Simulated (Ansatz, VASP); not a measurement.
# One calculation of Ti, two programs

INCAR

```
SYSTEM = Ti
PREC = Accurate ; ENCUT = 520
EDIFF = 1E-7 ; ISMEAR = -1
SIGMA = 0.05 ; LREAL = .FALSE.
LASPH = .TRUE. ; NELM = 80
ALGO = Normal ; ISIF = 2
LWAVE = .FALSE. ; LCHARG = .TRUE.
LELF = .TRUE. ; LVHAR = .TRUE.
NBANDS = 12
```

File KPOINTS:

```
Automatic mesh
0
G
  14 14 14
  0 0 0
```

POSCAR

```
Ti
1.0
    0.0000000000      2.0367442356      2.0367442356
    2.0367442356      0.0000000000      2.0367442356
    2.0367442356      2.0367442356      0.0000000000
Ti
1
Direct
    0.0000000000      0.0000000000      0.0000000000
```

Input for Ansatz:

```yaml
crystal:
  lattice:
    - [0.0, 2.0367442356, 2.0367442356]
    - [2.0367442356, 0.0, 2.0367442356]
    - [2.0367442356, 2.0367442356, 0.0]
  atoms:
    - { symbol: Ti, position: [0.0, 0.0, 0.0] }
kpoints:
  mp_grid: { grid: [14, 14, 14] }
  band_path:
    path:
      - [0.0, 0.0, 0.0]
      - [0.5, 0.0, 0.5]
      - [0.625, 0.25, 0.625]
      - [0.375, 0.375, 0.75]
      - [0.0, 0.0, 0.0]
      - [0.5, 0.5, 0.5]
      - [0.5, 0.25, 0.75]
      - [0.5, 0.0, 0.5]
    npoints: 5
scf:
  occupations: { method: fermi_dirac, width: 0.05 }
hamiltonian:
  xc: lda
  pseudopotentials: { kind: all_electron, lapw: { basis_error: 0.00025 } }
output:
  forces: true
  stress: true
  eigenvalues: true
```

Change from the starting cell: volume scaled by 1.01.

Alike in both runs: task single point; functional LDA; k mesh 14 × 14 × 14; occupations fermi-dirac, width 0.05 eV; no spin polarisation.

|  | VASP | Ansatz |
| --- | --- | --- |
| version | VASP 6.6.1 | Ansatz 0.2.0 |
| potentials or method | VASP PAW LDA potentials, release 64 (Ti_sv), cutoff 520 eV | all-electron LAPW, scalar-relativistic |

VASP gave:

| Property | Result |
| --- | --- |
| pressure (GPa) | -6.0 |

Estimate Ansatz's values.

pressure (GPa): -5.9.

LDA's correlation is that of Perdew and Zunger in VASP and of Perdew and Wang (1992) in Ansatz. Ansatz ran all-electron here, and VASP with PAW potentials.
